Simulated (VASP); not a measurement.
Set up this calculation in VASP 6.6.1, as the native input.

| Property | Result |
| --- | --- |
| Task | single point |
| Functional | PBE |
| Potentials or basis | VASP PAW PBE potentials, release 64 (Si, C) |
| Cutoff | 520 eV |
| k mesh | 18 × 18 × 4 |
| Occupations | gaussian, width 0.1 eV |
| Spin | no spin polarisation |
| Dipole correction | no |
| Further INCAR settings | ALGO = Normal; EDIFF = 1e-06; NBANDS = 21 |

The structure of SiC5 lies in POSCAR:

```
SiC5
1.0
    2.4395025953      0.0000000000      0.0000000000
   -1.2197512976      2.1126712202      0.0000000000
    0.0000000000      0.0000000000     16.8385504802
Si C
1 5
Direct
    0.0000000000      0.0000000000      0.5000000000
    0.0000000000      0.0000000000      0.0000000000
    0.3333333333      0.6666666667      0.7581623312
    0.6666666667      0.3333333333      0.7581623312
    0.3333333333      0.6666666667      0.2418376688
    0.6666666667      0.3333333333      0.2418376688
```

One way to write it, as run:

INCAR

```
SYSTEM = SiC5
PREC     = Accurate       ! precision mode
ENCUT    = 520            ! plane-wave cutoff, eV
EDIFF    = 1E-6           ! SCF threshold, eV
ISMEAR   = 0              ! smearing method
SIGMA    = 0.1            ! smearing width, eV
LREAL    = .False.        ! projectors in reciprocal space
LASPH    = .True.         ! aspherical terms in the spheres
NELM     = 60             ! most SCF steps
ALGO     = Normal         ! electronic algorithm
ISIF     = 2              ! what is computed and relaxed
LWAVE    = .False.        ! write WAVECAR
LCHARG   = .False.        ! write CHGCAR
GGA      = PE             ! functional
NBANDS   = 21             ! bands
```

KPOINTS

```
Automatic mesh
0
Gamma
  18 18 4
  0 0 0
```

Potentials or basis: VASP PAW PBE potentials, release 64 (Si, C).

Run with:

```sh
$ cat potpaw_PBE.64/Si/POTCAR potpaw_PBE.64/C/POTCAR > POTCAR
$ mpirun -np 1 vasp_std > vasp.out
```

Results of the run:

The pressure is 0.2 GPa and the band gap on the k mesh is zero (band 12 reaches 2.66 eV, above the bottom of band 13 at 1.87 eV).

Wall time 110 s on 1 thread of AMD EPYC 9R45 96-Core Processor (Zen 5), on a shared host, peak memory 0.26 GiB.
